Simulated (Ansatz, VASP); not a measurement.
## CO2 in VASP and in Ansatz

```
CELL_PARAMETERS angstrom
4.59463 0.00000 0.00000
0.00000 4.59463 0.00000
0.38278 0.00000 4.78481
ATOMIC_POSITIONS crystal
C 0.50000 0.50000 0.50000
C 0.00000 0.00000 0.00000
O 0.32039 0.67961 0.50000
O 0.67961 0.32039 0.50000
O 0.17961 0.17961 0.00000
O 0.82039 0.82039 0.00000
```

Change from the starting cell: shear of c along a, cell held, atoms relaxed: +8.0 %.

Alike in both runs: functional PBEsol; k mesh 6 × 6 × 6; occupations gaussian, width 0.02 eV; no spin polarisation.

Ansatz relaxed the structure, and its values are those at the end. VASP's run is a single point on that final structure, the one shown.

|  | VASP | Ansatz |
| --- | --- | --- |
| version | VASP 6.6.1 | Ansatz 0.2.0 |
| potentials or method | VASP PAW PBE potentials, release 64 (C, O), cutoff 520 eV | scalar-relativistic, plane waves, PAW |
| valence electrons in the cell | 32 | 32 |

Ansatz gave:

```
gap on the k mesh at the Fermi level (eV) : 6.59
least direct gap on the mesh (eV)         : 6.74
pressure (GPa)                            : 0.0
rms of the force components (eV/Å)        : 0.004
```

**Question.** What did VASP give for the same quantities?

**Answer.** gap on the k mesh at the Fermi level (eV): 6.57; least direct gap on the mesh (eV): 6.72; pressure (GPa): 1.5; rms of the force components (eV/Å): 0.331.

VASP's potentials were made for PBE, not for PBEsol. With one functional, cell and mesh, what is left measures potentials, basis and numerics. Ansatz's warnings: stress scf threshold loose.

Noted on VASP's run: the standard files for N, O and F lose accuracy on very short bonds.
